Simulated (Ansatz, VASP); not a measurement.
# W: VASP beside Ansatz

```
W
1.0
     5.03204    0.00000    0.00000
     0.00000    5.03204    0.00000
     0.00000    0.00000    5.03204
W
8
Direct
  0.00192 0.00000 0.00000
  0.50192 0.50000 0.50000
  0.00351 0.50000 0.25000
  0.00351 0.50000 0.75000
  0.24106 0.00000 0.50000
  0.74106 0.00000 0.50000
  0.50351 0.75000 0.00000
  0.50351 0.25000 0.00000
```

Change from the starting cell: mode 4 (100.5 1/cm) frozen in, largest displacement +0.045 Å.

Alike in both runs: task single point; functional PBEsol; k mesh 8 × 8 × 8; occupations gaussian, width 0.15 eV; no spin polarisation.

|  | VASP | Ansatz |
| --- | --- | --- |
| version | VASP 6.6.1 | Ansatz 0.2.0 |
| potentials or method | VASP PAW PBE potentials, release 64 (W_sv), cutoff 520 eV | scalar-relativistic, plane waves, PAW |
| valence electrons in the cell | 112 | 112 |

```tsv
	VASP	Ansatz	Ansatz less VASP
gap on the k mesh at the Fermi level (eV)	none	none	-
pressure (GPa)	0.8	0.1	-0.75
rms of the force components (eV/Å)	0.104	0.104	-0.0003
```

VASP's potentials were made for PBE, not for PBEsol. Atom by atom the forces differ by 0.000 eV/Å (rms over components). A gap of «none» marks a metal or a gap that the smearing closes.

Spin-orbit coupling is off throughout.
